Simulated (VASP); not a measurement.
A run of VASP 6.6.1 is set up as follows.

INCAR

```
  PREC = Accurate
  ENCUT = 500
  EDIFF = 1E-7
  ISMEAR = 0
  SIGMA = 0.02
  LREAL = False
  LASPH = True
  NELM = 120
  ALGO = Normal
  ISIF = 3
  LWAVE = False
  LCHARG = False
  GGA = PE
  IVDW = 12
  IBRION = 2
  NSW = 100
  EDIFFG = -0.002
  GGA_COMPAT = False
  NELMIN = 4
```

The input KPOINTS:

```
regular mesh
0
Gamma
  8 8 8
```

POSCAR

```
NaCl
1.0
    0.0000000000      2.8017500000      2.8017500000
    2.8017500000      0.0000000000      2.8017500000
    2.8017500000      2.8017500000      0.0000000000
Na Cl
1 1
Direct
    0.0000000000      0.0000000000      0.0000000000
    0.5000000000      0.5000000000      0.5000000000
```

Potentials or basis: VASP PAW PBE potentials, release 64 (Na_pv, Cl).

The run is started by

```console
$ cat potpaw_PBE.64/Na_pv/POTCAR potpaw_PBE.64/Cl/POTCAR > POTCAR
$ mpirun -np 1 vasp_std > vasp.out
```

Estimate the dispersion energy per atom.

-0.222 eV.

Predict the relaxed volume.

21.66 Å³/atom.

Final structure:
```
Na Cl
1.0
     0.00000    2.78771    2.78771
     2.78771    0.00000    2.78771
     2.78771    2.78771    0.00000
Na Cl
1 1
Direct
  0.00000 0.00000 0.00000
  0.50000 0.50000 0.50000
```
